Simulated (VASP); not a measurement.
WS2, 6 atoms in the cell. The structure is hexagonal, space group P6_3/mmc (No. 194). Conventional cell: a = 3.127 Å, b = 3.127 Å, c = 12.152 Å, α = 90.00°, β = 90.00°, γ = 120.00°. W (site symmetry -6m2) has 6 S at 2.39 Å and 6 W at 3.13 Å within 3.2 Å. S (site symmetry 3m) has 3 W at 2.39 Å and 7 S at 3.12 to 3.13 Å within 3.2 Å. 

| Quantity | Value |
| --- | --- |
| Program | VASP 6.6.1 |
| Task | single point |
| Functional | LDA |
| Potentials or basis | VASP PAW LDA potentials, release 64 (W_sv, S) |
| Cutoff | 520 eV |
| k mesh | 12 × 12 × 4 |
| Occupations | gaussian, width 0.05 eV |
| Spin | no spin polarisation |
| Dipole correction | no |
| Further INCAR settings | ALGO = Normal; EDIFF = 1e-06; NBANDS = 35 |

Potentials or basis: VASP PAW LDA potentials, release 64 (W_sv, S).

The run is started by

```sh
$ cat potpaw_LDA.64/W_sv/POTCAR potpaw_LDA.64/S/POTCAR > POTCAR
$ mpirun -np 1 vasp_std > vasp.out
```

Hardware: 1 thread of Intel(R) Xeon(R) Platinum 8488C (Sapphire Rapids) (shared host).

How long does it take, and how much memory?

It took 100 s on 1 thread of Intel(R) Xeon(R) Platinum 8488C (Sapphire Rapids), on a shared host, peak memory 0.28 GiB. Counts: scf iterations 15, k points 57.
